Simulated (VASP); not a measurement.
Hg: single point with LDA

Hg:

```
CELL_PARAMETERS angstrom
3.46181 0.00000 0.00000
-1.73090 2.99802 0.00000
0.00000 0.00000 5.48755
ATOMIC_POSITIONS crystal
Hg 0.66667 0.33333 0.75000
Hg 0.33333 0.66667 0.25000
```

```yaml
Program: VASP 6.6.1
Task: single point
Functional: LDA
Potentials_or_basis: VASP PAW LDA potentials, release 64 (Hg)
Cutoff: 520 eV
k_mesh: 7 × 7 × 4
Occupations: methfessel-paxton, width 0.15 eV
Spin: no spin polarisation
Dipole_correction: no
Further_INCAR_settings: ALGO = Normal; EDIFF = 1e-07; NBANDS = 19
```

The pressure is -3.9 GPa and the band gap on the k mesh is zero (band 12 reaches 0.65 eV, above the bottom of band 13 at 0.34 eV).

Stress tensor (GPa, compression positive):
```
-3.98  0.00  0.00
 0.00 -3.98  0.00
 0.00  0.00 -3.87
```

Levels at points of the mesh, in eV from the Fermi level:
```
           k point  band 9  band 10  band 11  band 12  band 13  band 14  band 15  band 16
(0.00, 0.00, 0.00)   -5.80    -5.28    -5.28    -1.28    -0.40    10.96    10.96    12.69
(0.00, 0.00, 0.50)   -5.44    -5.44    -5.44    -5.44     6.57     6.57    11.97    11.97
```

Run time: 8.3 s on 1 thread of Intel(R) Xeon(R) 6975P-C (Granite Rapids), on a shared host, peak memory 0.16 GiB.

Caveat: spin-orbit coupling is left out, which moves the levels of the heavy elements.
